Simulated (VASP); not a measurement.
# BaAg2As2 (I4/mmm) in VASP: relaxation of cell and atoms with LDA

Aim: the relaxation of cell and atoms of BaAg2As2 with LDA.

Everything below comes from runs of VASP 6.6.1. Logs are shortened: lines on timing, memory, paths and dates and some standing lists are left out, and cuts for length are marked.

## Step 1: The cell of the first run

The structure is tetragonal, space group I4/mmm (No. 139). Conventional cell: a = 4.603 Å, b = 4.603 Å, c = 10.867 Å, α = 90.00°, β = 90.00°, γ = 90.00°. Ba (site symmetry 4/mmm) has 10 As at 3.49 to 4.18 Å and 8 Ag at 3.56 Å within 4.6 Å. Within 3.6 Å of Ag (site symmetry -4m2) lie 4 As at 2.72 Å and 4 Ag at 3.25 Å and 4 Ba at 3.56 Å. Within 3.3 Å of As (site symmetry 4mm) lie 1 As at 2.52 Å and 4 Ag at 2.72 Å.

## Step 2: Relaxation of cell and atoms, LDA

The input, INCAR:

```
SYSTEM = BaAg2As2
  PREC = Accurate
  ENCUT = 600
  EDIFF = 1E-6
  ISMEAR = -1
  SIGMA = 0.1
  LREAL = .FALSE.
  LASPH = .TRUE.
  NELM = 100
  ALGO = Normal
  ISIF = 3
  LWAVE = .FALSE.
  LCHARG = .FALSE.
  GGA = CA
  IBRION = 2
  NSW = 80
  EDIFFG = -0.01
```

The input, KPOINTS:

```
Automatic mesh
0
G
  8 8 8
  0 0 0
```

The input, POSCAR:

```
BaAg2As2
1.0
   -2.3012500000      2.3012500000      5.4336000000
    2.3012500000     -2.3012500000      5.4336000000
    2.3012500000      2.3012500000     -5.4336000000
Ba Ag As
1 2 2
Direct
    0.0000000000      0.0000000000      0.0000000000
    0.7500000000      0.2500000000      0.5000000000
    0.2500000000      0.7500000000      0.5000000000
    0.3842000000      0.3842000000      0.0000000000
    0.6158000000      0.6158000000      0.0000000000
```

Potentials or basis: VASP PAW LDA potentials, release 64 (Ba_sv, Ag, As).

Command:

```console
$ cat potpaw_LDA.64/Ba_sv/POTCAR potpaw_LDA.64/Ag/POTCAR potpaw_LDA.64/As/POTCAR > POTCAR
$ mpirun -np 1 vasp_std > vasp.out
```

OUTCAR:

```text
SYSTEM = BaAg2As2
   PREC = Accurate
   ENCUT = 600
   EDIFF = 1E-6
   ISMEAR = -1
   LREAL = .FALSE.
   LASPH = .TRUE.
   NELM = 100
   ISIF = 3
   GGA = CA
   IBRION = 2
   NSW = 80
   EDIFFG = -0.01

 ion  position               nearest neighbor table
   1  0.000  0.000  0.000-   5 3.49   5 3.49   5 3.49   4 3.49   5 3.49   4 3.49   4 3.49   4 3.49
                             2 3.56   3 3.56   2 3.56   3 3.56   2 3.56   2 3.56   3 3.56   3 3.56
   2  0.750  0.250  0.500-   4 2.72   5 2.72   4 2.72   5 2.72   3 3.25   3 3.25   3 3.25   3 3.25
                             1 3.56   1 3.56   1 3.56   1 3.56
   3  0.250  0.750  0.500-   4 2.72   5 2.72   4 2.72   5 2.72   2 3.25   2 3.25   2 3.25   2 3.25
                             1 3.56   1 3.56   1 3.56   1 3.56
   4  0.384  0.384  0.000-   5 2.52   3 2.72   2 2.72   3 2.72   2 2.72   1 3.49   1 3.49   1 3.49
                             1 3.49
   5  0.616  0.616  0.000-   4 2.52   2 2.72   3 2.72   2 2.72   3 2.72   1 3.49   1 3.49   1 3.49
                             1 3.49

  LATTYP: Found a body centered tetragonal cell.
 ALAT       =     4.6025000000
 C/A-ratio  =     2.3611515481

  Lattice vectors:

 A1 = (  -2.3012500000,   2.3012500000,   5.4336000000)
 A2 = (   2.3012500000,  -2.3012500000,   5.4336000000)
 A3 = (   2.3012500000,   2.3012500000,  -5.4336000000)

Analysis of symmetry for initial positions (statically):
=====================================================================
 Subroutine PRICEL returns:
 Original cell was already a primitive cell.

 Routine SETGRP: Setting up the symmetry group for a
 body centered tetragonal supercell.

 Subroutine GETGRP returns: Found 16 space group operations
 (whereof 16 operations were pure point group operations)
 out of a pool of 16 trial point group operations.

The static configuration has the point symmetry D_4h.

Analysis of symmetry for dynamics (positions and initial velocities):
=====================================================================
 Subroutine PRICEL returns:
 Original cell was already a primitive cell.

 Routine SETGRP: Setting up the symmetry group for a
 body centered tetragonal supercell.

 Subroutine GETGRP returns: Found 16 space group operations
 (whereof 16 operations were pure point group operations)
 out of a pool of 16 trial point group operations.

The dynamic configuration has the point symmetry D_4h.

 Subroutine INISYM returns: Found 16 space group operations
 (whereof 16 operations are pure point group operations),
 and found     1 'primitive' translations

----------------------------------------------------------------------------------------

                                     Primitive cell

  volume of cell :     115.1000

  direct lattice vectors                    reciprocal lattice vectors
    -2.301250000  2.301250000  5.433600000     0.000000000  0.217273221  0.092020024
     2.301250000 -2.301250000  5.433600000     0.217273221  0.000000000  0.092020024
     2.301250000  2.301250000 -5.433600000     0.217273221  0.217273221  0.000000000

  length of vectors
     6.333680769  6.333680769  6.333680769     0.235956219  0.235956219  0.307270736

  position of ions in fractional coordinates (direct lattice)
     0.000000000  0.000000000  0.000000000
     0.750000000  0.250000000  0.500000000
     0.250000000  0.750000000  0.500000000
     0.384200000  0.384200000  0.000000000
     0.615800000  0.615800000  0.000000000

  ion indices of the primitive-cell ions
   primitive index   ion index
                 1           1
                 2           2
                 3           3
                 4           4
                 5           5

----------------------------------------------------------------------------------------

 KPOINTS: Automatic mesh

Automatic generation of k-mesh.
 Grid dimensions read from file:
 generate k-points for:    8    8    8

 Generating k-lattice:

  Cartesian coordinates                     Fractional coordinates (reciprocal lattice)
     0.000000000  0.027159153  0.011502503     0.125000000  0.000000000  0.000000000
     0.027159153  0.000000000  0.011502503     0.000000000  0.125000000  0.000000000
     0.027159153  0.027159153  0.000000000     0.000000000  0.000000000  0.125000000

  Length of vectors
     0.029494527  0.029494527  0.038408842

  Shift w.r.t. Gamma in fractional coordinates (k-lattice)
     0.000000000  0.000000000  0.000000000

 Subroutine IBZKPT returns following result:
 ===========================================

 Found     59 irreducible k-points:

 Following reciprocal coordinates:
            Coordinates               Weight
  0.000000  0.000000  0.000000      1.000000
  0.125000  0.000000  0.000000      8.000000
  0.250000  0.000000  0.000000      8.000000
  0.375000  0.000000  0.000000      8.000000
  0.500000  0.000000  0.000000      4.000000
  0.125000  0.125000  0.000000      8.000000
[... 16 lines left out ...]
  0.250000  0.125000  0.125000     16.000000
  0.375000  0.125000  0.125000      8.000000
 [... further k-points ...]
   k-points           NKPTS =     59   k-points in BZ     NKDIM =     59   number of bands    NBANDS=     25
   number of dos      NEDOS =    301   number of ions     NIONS =      5
   total plane-waves  NPLWV = 157464
   dimension x,y,z NGX =    54 NGY =   54 NGZ =   54
   dimension x,y,z NGXF=   108 NGYF=  108 NGZF=  108
   ions per type =               1   2   2
   NGX,Y,Z   is equivalent  to a cutoff of  14.17, 14.17, 14.17 a.u.
   NGXF,Y,Z  is equivalent  to a cutoff of  28.35, 28.35, 28.35 a.u.
 SYSTEM =  BaAg2As2
   PREC   = accura    normal or accurate (medium, high low for compatibility)
   ISTART =      0    job   : 0-new  1-cont  2-samecut
   ICHARG =      2    charge: 1-file 2-atom 10-const
   ISPIN  =      1    spin polarized calculation?
   LNONCOLLINEAR =      F non collinear calculations
   LSORBIT =      F    spin-orbit coupling
   LASPH  =      T    aspherical Exc in radial PAW
   ENCUT  =  600.0 eV  44.10 Ry    6.64 a.u.  12.65 12.65 12.65*2*pi/ulx,y,z
   NELM   =    100;   NELMIN=  2; NELMDL= -5     # of ELM steps
   EDIFF  = 0.1E-05   stopping-criterion for ELM
   LREAL  =      F    real-space projection
   EDIFFG = -.1E-01   stopping-criterion for IOM
   NSW    =     80    number of steps for IOM
   IBRION =      2    ionic relax: 0-MD 1-quasi-New 2-CG
   NFREE  =      1    steps in history (QN), initial steepest desc. (CG)
   ISIF   =      3    stress and relaxation
   ISYM   =      2    0-nonsym 1-usesym 2-fastsym
   POTIM  = 0.5000    time-step for ionic-motion
   TEBEG  =    0.0;   TEEND  =   0.0 temperature during run
   PSTRESS=    0.0 pullay stress
   NELECT =      42.0000    total number of electrons
   NUPDOWN=      -1.0000    fix difference up-down
   EMIN   =  10.00;   EMAX   =-10.00  energy-range for DOS
   EFERMI =   0.00;   METHOD = LEGACY
   ISMEAR =    -1;   SIGMA  =   0.10  broadening in eV -4-tet -1-fermi 0-gaus
   EFERMI_NEDOS =   21; number of points for ismear=-14 and -15
   IALGO  =     38    algorithm
   IMIX   =      4    mixing-type and parameters
     AMIX     =   0.40;   BMIX     =  1.00
     AMIX_MAG =   1.60;   BMIX_MAG =  1.00
  volume/ion in A,a.u.               =      23.02       155.35
  Fermi-wavevector in a.u.,A,eV,Ry     =   1.169857  2.210709 18.620468  1.368566
  Thomas-Fermi vector in A             =   2.306324
   LORBIT       =      0    0 simple, 1 ext, 2 COOP (PROOUT), +10 PAW based schemes
   GGA     = CA    functional components
   LHFCALC =     F    Hartree Fock is set to
   AEXX    =    0.0000 exact exchange contribution
   IVDW    =     0    specifies the selected vdW correction
   LEPSILON=     F    determine dielectric tensor
   LRPA    =     F    only Hartree local field effects (RPA)
 conjugate gradient relaxation of ions
 non-spin polarized calculation
  energy-cutoff  :      600.00
  volume of cell :      115.10
 maximum number of plane-waves:      3859
 NGX is ok and might be reduce to    54
   NGX = 25   NGY = 25   NGZ = 25

--------------------------------------- Ionic step        1  -------------------------------------------

 number of electron      42.0000000 magnetization

 Free energy of the ion-electron system (eV)
  ---------------------------------------------------
  ext. energy  EPLUGINS =         0.00000000
  ---------------------------------------------------
  free energy    TOTEN  =       -23.07282732 eV

  energy without entropy =      -23.01690345  energy(sigma->0) =      -23.04486538

------------------------ aborting loop because EDIFF is reached ----------------------------------------

  FORCE on cell =-STRESS in cart. coord.  units (eV):
  Direction    XX          YY          ZZ          XY          YZ          ZX
  --------------------------------------------------------------------------------------
  -------------------------------------------------------------------------------------
  Total       -2.8097442     -2.8097442     -1.0525597      0.0000000      0.0000000      0.0000000
  in kB      -39.1112875    -39.1112875    -14.6514996      0.0000000      0.0000000      0.0000000
  external PRESSURE =     -30.9580249 kB  Pullay stress =       0.0000000 kB
[... 98 lines left out ...]
  FREE ENERGIE OF THE ION-ELECTRON SYSTEM (eV)
  ---------------------------------------------------
  free  energy   TOTEN  =       -23.1514494273 eV

  energy  without entropy=      -23.0954197755  energy(sigma->0) =      -23.12343460

[... ionic steps 4 to 8 ...]

--------------------------------------- Ionic step        9  -------------------------------------------

 number of electron      41.9999999 magnetization

------------------------ aborting loop because EDIFF is reached ----------------------------------------
[... 73 lines left out ...]
--------------------------------------- Ionic step       11  -------------------------------------------

 number of electron      41.9999999 magnetization

 Free energy of the ion-electron system (eV)
  ---------------------------------------------------
  ext. energy  EPLUGINS =         0.00000000
  ---------------------------------------------------
  free energy    TOTEN  =       -23.16952472 eV

  energy without entropy =      -23.10895949  energy(sigma->0) =      -23.13924210

 E-fermi :   5.9706     XC(G=0): -10.8542

 val. band max:        5.9375384603   @ k =  -0.1250   0.5000   0.1250
 cond. band min:       5.9711965007   @ k =   0.5000   0.5000   0.0000
 fundamental gap:      0.0336580404
 Fermi energy:         5.9706341032

 k-point     1 :       0.0000    0.0000    0.0000
  band No.  band energies     occupation
      1     -21.6803      2.00000
      2      -7.1725      2.00000
      3      -6.9420      2.00000
      4      -6.9420      2.00000
      5      -6.4583      2.00000
      6      -4.2860      2.00000
[... 661 lines left out ...]
     24       9.4676      0.00000
     25       9.8380      0.00000

 [... further k-points ...]
[... 5 lines left out ...]
  --------------------------------------------------------------------------------------
  -------------------------------------------------------------------------------------
  Total        0.0100460      0.0100460     -0.0060677      0.0000000      0.0000000      0.0000000
  in kB        0.1463864      0.1463864     -0.0884164      0.0000000      0.0000000      0.0000000
  external PRESSURE =       0.0681188 kB  Pullay stress =       0.0000000 kB
[... 20 lines left out ...]
  FREE ENERGIE OF THE ION-ELECTRON SYSTEM (eV)
  ---------------------------------------------------
  free  energy   TOTEN  =       -23.1695247181 eV

  energy  without entropy=      -23.1089594877  energy(sigma->0) =      -23.13924210

 reached required accuracy - stopping structural energy minimisation
```

Wall time 20 min (1 thread of Intel Xeon 6975P-C (Granite Rapids), shared host); peak memory 0.51 GiB.

What came out:

```yaml
Free_energy: -23.1695 eV
Relaxed_volume: 21.99 Å³/atom
Relaxed_cell: a = 6.391 Å, b = 6.391 Å, c = 6.391 Å, α = 139.30°, β = 139.30°, γ = 58.92°
Space_group_after_relaxing_to_0.05_Å: I4/mmm (No. 139)
Energy_gained_by_relaxing: 19.3 meV/atom
Ionic_steps: 11
Pressure_after_relaxing: 0.0 GPa
Largest_force_after_relaxing: 0.007 eV/Å
Band_gap_on_the_k_mesh: zero (band 21 reaches 6.59 eV, above the bottom of band 22 at 5.52 eV)
```

Forces in eV/Å, atoms in the order of the input:
```
Ba   0.000  0.000  0.000
Ag   0.000  0.000  0.000
Ag   0.000  0.000  0.000
As   0.000  0.000  0.007
As   0.000  0.000 -0.007
```

The path:
```csv
step,energy change (eV),largest force (eV/Å),pressure (GPa),volume (Å³)
1,0.0000,0.4895,-3.10,115.10
2,-0.0740,0.0958,1.50,107.84
3,-0.0786,0.1789,0.48,109.18
4,-0.0890,0.0218,0.19,109.65
5,-0.0926,0.1056,-0.07,110.13
6,-0.0926,0.1118,-0.09,110.16
7,-0.0946,0.0861,-0.01,110.01
8,-0.0963,0.0061,0.26,109.55
9,-0.0965,0.0260,0.18,109.67
10,-0.0964,0.0147,-0.26,110.29
11,-0.0967,0.0070,0.01,109.95
```

Final structure:
```cif
data_structure
_symmetry_space_group_name_H-M 'P 1'
_symmetry_Int_Tables_number 1
_cell_length_a 6.3911
_cell_length_b 6.3911
_cell_length_c 6.3911
_cell_angle_alpha 139.300
_cell_angle_beta 139.300
_cell_angle_gamma 58.918
_cell_volume 109.95
loop_
_atom_site_label
_atom_site_type_symbol
_atom_site_fract_x
_atom_site_fract_y
_atom_site_fract_z
_atom_site_occupancy
Ba1 Ba 0.00000 0.00000 0.00000 1
Ag1 Ag 0.75000 0.25000 0.50000 1
Ag2 Ag 0.25000 0.75000 0.50000 1
As1 As 0.38199 0.38199 0.00000 1
As2 As 0.61801 0.61801 0.00000 1
```

Levels at points of the mesh, in eV from the Fermi level:
| k point | band 19 | band 20 | band 21 | band 22 | band 23 | band 24 |
| --- | --- | --- | --- | --- | --- | --- |
| (0.00, 0.00, 0.00) | -2.13 | -0.46 | -0.46 | 0.05 | 1.49 | 2.40 |
| (0.50, 0.00, 0.00) | -1.82 | -1.00 | -0.16 | 0.12 | 1.70 | 2.84 |
| (0.50, 0.50, 0.00) | -2.80 | -2.35 | -2.24 | 0.00 | 2.79 | 3.15 |
| (0.50, 0.50, 0.50) | -1.69 | -1.07 | 0.10 | 0.81 | 0.81 | 1.67 |

Caveat: spin-orbit coupling is left out, which moves the levels of the heavy elements. Zero-point motion and thermal expansion aren't in these numbers.
